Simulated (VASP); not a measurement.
# Zr (P6_3/mmc) in VASP: further runs, part 2 of 2

VASP 6.6.1. Earlier steps stand in the parts before.

### Step 4. Single point, LDA

This run uses another cell than the first one, of 10.94 Å³/atom, 1.006 times its volume.

INCAR

```
PREC     = Accurate       # precision mode
ENCUT    = 520            # plane-wave cutoff, eV
EDIFF    = 1E-6           # SCF threshold, eV
ISMEAR   = -1             # smearing method
SIGMA    = 0.1            # smearing width, eV
LREAL    = False          # projectors in reciprocal space
LASPH    = True           # aspherical terms in the spheres
NELM     = 60             # most SCF steps
ALGO     = Normal         # electronic algorithm
ISIF     = 2              # what is computed and relaxed
LWAVE    = False          # write WAVECAR
LCHARG   = False          # write CHGCAR
NBANDS   = 19             # bands
```

KPOINTS

```
regular mesh
0
Gamma
  18 18 10
```

POSCAR

```
Zr
1.0
    2.4141242661      0.0000000000      0.0000000000
   -1.2070621331      2.0906929424      0.0000000000
    0.0000000000      0.0000000000      4.3344425386
Zr
2
Direct
    0.3333333333      0.6666666667      0.2500000000
    0.6666666667      0.3333333333      0.7500000000
```

Potentials or basis: VASP PAW LDA potentials, release 64 (Zr_sv).

Started as:

```bash
$ cat potpaw_LDA.64/Zr_sv/POTCAR > POTCAR
$ mpirun -np 1 vasp_std > vasp.out
```

OUTCAR:

```text
PREC = Accurate
   ENCUT = 520
   EDIFF = 1E-6
   ISMEAR = -1
   LREAL = False
   LASPH = True
   NELM = 60
   ISIF = 2

 ion  position               nearest neighbor table
   1  0.333  0.667  0.250-   2 2.58   2 2.58   2 2.58   2 2.58   2 2.58   2 2.58   2 3.53   2 3.53
                             2 3.53   2 3.53   2 3.53   2 3.53
   2  0.667  0.333  0.750-   1 2.58   1 2.58   1 2.58   1 2.58   1 2.58   1 2.58   1 3.53   1 3.53
                             1 3.53   1 3.53   1 3.53   1 3.53

  LATTYP: Found a hexagonal cell.
 ALAT       =     2.4141242661
 C/A-ratio  =     1.7954512945

  Lattice vectors:

 A1 = (   2.4141242661,   0.0000000000,   0.0000000000)
 A2 = (  -1.2070621331,   2.0906929424,   0.0000000000)
 A3 = (   0.0000000000,   0.0000000000,   4.3344425386)

Analysis of symmetry for initial positions (statically):
=====================================================================
 Subroutine PRICEL returns:
 Original cell was already a primitive cell.

 Routine SETGRP: Setting up the symmetry group for a
 hexagonal supercell.

 Subroutine GETGRP returns: Found 24 space group operations
 (whereof 12 operations were pure point group operations)
 out of a pool of 24 trial point group operations.

The static configuration has the point symmetry D_3d.
 The point group associated with its full space group is D_6h.

Analysis of symmetry for dynamics (positions and initial velocities):
=====================================================================
 Subroutine PRICEL returns:
 Original cell was already a primitive cell.

 Routine SETGRP: Setting up the symmetry group for a
 hexagonal supercell.

 Subroutine GETGRP returns: Found 24 space group operations
 (whereof 12 operations were pure point group operations)
 out of a pool of 24 trial point group operations.

The dynamic configuration has the point symmetry D_3d.
 The point group associated with its full space group is D_6h.

 Subroutine INISYM returns: Found 24 space group operations
 (whereof 12 operations are pure point group operations),
 and found     1 'primitive' translations

----------------------------------------------------------------------------------------

                                     Primitive cell

  volume of cell :      21.8768

  direct lattice vectors                    reciprocal lattice vectors
     2.414124266  0.000000000  0.000000000     0.414228884  0.239155158  0.000000000
    -1.207062133  2.090692942  0.000000000     0.000000000  0.478310315  0.000000000
     0.000000000  0.000000000  4.334442539     0.000000000  0.000000000  0.230710176

  length of vectors
     2.414124266  2.414124266  4.334442539     0.478310315  0.478310315  0.230710176

  position of ions in fractional coordinates (direct lattice)
     0.333333333  0.666666667  0.250000000
     0.666666667  0.333333333  0.750000000

  ion indices of the primitive-cell ions
   primitive index   ion index
                 1           1
                 2           2

----------------------------------------------------------------------------------------

 KPOINTS: regular mesh

Automatic generation of k-mesh.
 Grid dimensions read from file:
 generate k-points for:   18   18   10

 Generating k-lattice:

  Cartesian coordinates                     Fractional coordinates (reciprocal lattice)
     0.023012716  0.013286398  0.000000000     0.055555556  0.000000000  0.000000000
     0.000000000  0.026572795  0.000000000     0.000000000  0.055555556  0.000000000
     0.000000000  0.000000000  0.023071018     0.000000000  0.000000000  0.100000000

  Length of vectors
     0.026572795  0.026572795  0.023071018

  Shift w.r.t. Gamma in fractional coordinates (k-lattice)
     0.000000000  0.000000000  0.000000000

 Subroutine IBZKPT returns following result:
 ===========================================

 Found    222 irreducible k-points:

 Following reciprocal coordinates:
            Coordinates               Weight
  0.000000  0.000000  0.000000      1.000000
  0.055556 -0.000000  0.000000      6.000000
  0.111111 -0.000000  0.000000      6.000000
  0.166667  0.000000  0.000000      6.000000
  0.222222  0.000000  0.000000      6.000000
  0.277778  0.000000  0.000000      6.000000
[... 16 lines left out ...]
  0.333333  0.111111  0.000000     12.000000
  0.388889  0.111111  0.000000     12.000000
 [... further k-points ...]
   k-points           NKPTS =    222   k-points in BZ     NKDIM =    222   number of bands    NBANDS=     19
   number of dos      NEDOS =    301   number of ions     NIONS =      2
   total plane-waves  NPLWV =  10368
   dimension x,y,z NGX =    18 NGY =   18 NGZ =   32
   dimension x,y,z NGXF=    36 NGYF=   36 NGZF=   64
   ions per type =               2
   NGX,Y,Z   is equivalent  to a cutoff of  12.40, 12.40, 12.27 a.u.
   NGXF,Y,Z  is equivalent  to a cutoff of  24.79, 24.79, 24.55 a.u.
 SYSTEM =  unknown system
   PREC   = accura    normal or accurate (medium, high low for compatibility)
   ISTART =      0    job   : 0-new  1-cont  2-samecut
   ICHARG =      2    charge: 1-file 2-atom 10-const
   ISPIN  =      1    spin polarized calculation?
   LNONCOLLINEAR =      F non collinear calculations
   LSORBIT =      F    spin-orbit coupling
   LASPH  =      T    aspherical Exc in radial PAW
   ENCUT  =  520.0 eV  38.22 Ry    6.18 a.u.   4.49  4.49  8.06*2*pi/ulx,y,z
   NELM   =     60;   NELMIN=  2; NELMDL= -5     # of ELM steps
   EDIFF  = 0.1E-05   stopping-criterion for ELM
   LREAL  =      F    real-space projection
   EDIFFG = 0.1E-04   stopping-criterion for IOM
   NSW    =      0    number of steps for IOM
   IBRION =     -1    ionic relax: 0-MD 1-quasi-New 2-CG
   NFREE  =      0    steps in history (QN), initial steepest desc. (CG)
   ISIF   =      2    stress and relaxation
   ISYM   =      2    0-nonsym 1-usesym 2-fastsym
   POTIM  = 0.5000    time-step for ionic-motion
   TEBEG  =    0.0;   TEEND  =   0.0 temperature during run
   PSTRESS=    0.0 pullay stress
   NELECT =      24.0000    total number of electrons
   NUPDOWN=      -1.0000    fix difference up-down
   EMIN   =  10.00;   EMAX   =-10.00  energy-range for DOS
   EFERMI =   0.00;   METHOD = LEGACY
   ISMEAR =    -1;   SIGMA  =   0.10  broadening in eV -4-tet -1-fermi 0-gaus
   EFERMI_NEDOS =   21; number of points for ismear=-14 and -15
   IALGO  =     38    algorithm
   IMIX   =      4    mixing-type and parameters
     AMIX     =   0.40;   BMIX     =  1.00
     AMIX_MAG =   1.60;   BMIX_MAG =  1.00
  volume/ion in A,a.u.               =      10.94        73.82
  Fermi-wavevector in a.u.,A,eV,Ry     =   1.688434  3.190678 38.787637  2.850811
  Thomas-Fermi vector in A             =   2.770741
   LORBIT       =      0    0 simple, 1 ext, 2 COOP (PROOUT), +10 PAW based schemes
   GGA     = CA    functional components
   LHFCALC =     F    Hartree Fock is set to
   AEXX    =    0.0000 exact exchange contribution
   IVDW    =     0    specifies the selected vdW correction
   LEPSILON=     F    determine dielectric tensor
   LRPA    =     F    only Hartree local field effects (RPA)
 non-spin polarized calculation
  energy-cutoff  :      520.00
  volume of cell :       21.88
 maximum number of plane-waves:       606
 NGX is ok and might be reduce to    18
   NGX =  9   NGY =  9   NGZ = 17

 number of electron      24.0000000 magnetization

 Free energy of the ion-electron system (eV)
  ---------------------------------------------------
  ext. energy  EPLUGINS =         0.00000000
  ---------------------------------------------------
  free energy    TOTEN  =        -9.81290546 eV

  energy without entropy =       -9.78202318  energy(sigma->0) =       -9.79746432

 E-fermi :  20.2722     XC(G=0): -15.2183

 val. band max:       20.2669087051   @ k =   0.3889   0.2222   0.1000
 cond. band min:      20.2874800718   @ k =   0.4444   0.1111   0.1000
 fundamental gap:      0.0205713667
 Fermi energy:        20.2721735810

 k-point     1 :       0.0000    0.0000    0.0000
  band No.  band energies     occupation
      1     -29.6281      2.00000
      2     -28.1108      2.00000
      3     -10.0626      2.00000
      4      -3.7764      2.00000
      5      -3.2348      2.00000
      6      -3.2348      2.00000
[... 11 lines left out ...]
     18      27.0118      0.00000
     19      29.4654      0.00000
[... 489 lines left out ...]
      3      -9.8343      2.00000
      4      -8.9671      2.00000
      5      -6.9274      2.00000
      6      -5.7286      2.00000
[... 11 lines left out ...]
     18      30.8312      0.00000
     19      33.8519      0.00000

 [... further k-points ...]

------------------------ aborting loop because EDIFF is reached ----------------------------------------

  FORCE on cell =-STRESS in cart. coord.  units (eV):
  Direction    XX          YY          ZZ          XY          YZ          ZX
  --------------------------------------------------------------------------------------
  -------------------------------------------------------------------------------------
  Total       30.4554896     30.4554896     30.2664806     -0.0000000      0.0000000      0.0000000
  in kB     2230.4528310   2230.4528311   2216.6104742     -0.0000001      0.0000000      0.0000000
  external PRESSURE =    2225.8387121 kB  Pullay stress =       0.0000000 kB

 VOLUME and BASIS-vectors are now :
 -----------------------------------------------------------------------------
  energy-cutoff  :      520.00
  volume of cell :       21.88
      direct lattice vectors                 reciprocal lattice vectors
     2.414124266  0.000000000  0.000000000     0.414228884  0.239155158  0.000000000
    -1.207062133  2.090692942  0.000000000     0.000000000  0.478310315  0.000000000
     0.000000000  0.000000000  4.334442539     0.000000000  0.000000000  0.230710176

 POSITION                                       TOTAL-FORCE (eV/Angst)
 -----------------------------------------------------------------------------------
     -0.00000      1.39380      1.08361        -0.000000      0.000000      0.000000
      1.20706      0.69690      3.25083         0.000000     -0.000000      0.000000
 -----------------------------------------------------------------------------------
    total drift:                               -0.000000      0.000000     -0.000000

  FREE ENERGIE OF THE ION-ELECTRON SYSTEM (eV)
  ---------------------------------------------------
  free  energy   TOTEN  =        -9.8129054627 eV

  energy  without entropy=       -9.7820231801  energy(sigma->0) =       -9.79746432
```

Run time: 29 s. Hardware: 1 thread of Intel Xeon 6975P-C (Granite Rapids), shared host; peak memory 0.18 GiB.

What came out:

| Quantity | Value |
| --- | --- |
| Free energy | -9.8129 eV |
| Pressure | 222.6 GPa |
| Band gap on the k mesh | zero (band 12 reaches 21.11 eV, above the bottom of band 13 at 19.25 eV) |

Stress tensor (GPa, compression positive):
```
223.05   0.00   0.00
  0.00 223.05   0.00
  0.00   0.00 221.66
```

Levels at points of the mesh, in eV from the Fermi level:
| k point | band 10 | band 11 | band 12 | band 13 | band 14 | band 15 |
| --- | --- | --- | --- | --- | --- | --- |
| (0.00, 0.00, 0.00) | -4.11 | -1.22 | 0.70 | 0.70 | 1.88 | 1.88 |
| (0.50, 0.00, 0.00) | -5.93 | -4.16 | 0.45 | 0.95 | 2.34 | 4.05 |
| (0.00, 0.00, 0.50) | -2.99 | 0.81 | 0.81 | 0.81 | 0.81 | 1.19 |
| (0.50, 0.00, 0.50) | -6.20 | -4.63 | -4.63 | 4.47 | 4.47 | 6.61 |

### Step 5. Single point, LDA

This run uses another cell than the first one, of 21.78 Å³/atom, 2.004 times its volume.

INCAR

```
SYSTEM = Zr
PREC = Accurate ; ENCUT = 520
EDIFF = 1E-6 ; ISMEAR = -1
SIGMA = 0.1 ; LREAL = .False.
LASPH = .True. ; NELM = 60
ALGO = Normal ; ISIF = 2
LWAVE = .False. ; LCHARG = .False.
NBANDS = 19
```

KPOINTS

```
regular mesh
0
Gamma
  18 18 10
  0 0 0
```

POSCAR

```
Zr
1.0
    3.1432143070      0.0000000000      0.0000000000
   -1.5716071535      2.7221034394      0.0000000000
    0.0000000000      0.0000000000      5.0920071773
Zr
2
Direct
    0.3333333333      0.6666666667      0.2500000000
    0.6666666667      0.3333333333      0.7500000000
```

Started as:

```bash
$ cat potpaw_LDA.64/Zr_sv/POTCAR > POTCAR
$ mpirun -np 1 vasp_std > vasp.out
```

Run time: 43 s. Hardware: 1 thread of Intel Xeon 6975P-C (Granite Rapids), shared host; peak memory 0.25 GiB.

Results (log left out):

| Item | Value |
| --- | --- |
| Free energy | -18.6183 eV |
| Pressure | 0.1 GPa |
| Band gap on the k mesh | zero (band 12 reaches 10.51 eV, above the bottom of band 13 at 9.30 eV) |

Levels at points of the mesh, in eV from the Fermi level:
```tsv
k point	band 9	band 10	band 11	band 12	band 13	band 14	band 15	band 16
(0.00, 0.00, 0.00)	-5.70	-3.18	0.89	0.90	0.90	1.43	1.62	1.62
(0.50, 0.00, 0.00)	-2.78	-2.56	-2.33	0.09	0.63	0.79	1.52	5.42
(0.00, 0.00, 0.50)	-3.95	-3.95	0.00	0.00	0.83	0.83	0.83	0.83
(0.50, 0.00, 0.50)	-3.04	-3.04	-1.21	-1.21	2.00	2.00	2.41	2.41
```

### Step 6. Summary

| cell | gap on the mesh (eV) | pressure (GPa) |
| --- | --- | --- |
| a = 2.493, b = 2.493, c = 4.039 Å, angles 90.0, 90.0, 120.0°, 2 atoms | none | 224.5 |
| a = 2.414, b = 2.414, c = 4.334 Å, angles 90.0, 90.0, 120.0°, 2 atoms | none | 222.6 |
| a = 3.143, b = 3.143, c = 5.092 Å, angles 90.0, 90.0, 120.0°, 2 atoms | none | 0.1 |

Alike in all rows: task single point; level LDA; potentials or basis VASP PAW LDA potentials, release 64 (Zr_sv); no spin polarisation; k mesh 18 × 18 × 10; cutoff (eV) 520; smearing fermi-dirac 0.1 eV.

Total energies depend on the potentials used, so only differences within one code and one set of settings carry meaning.
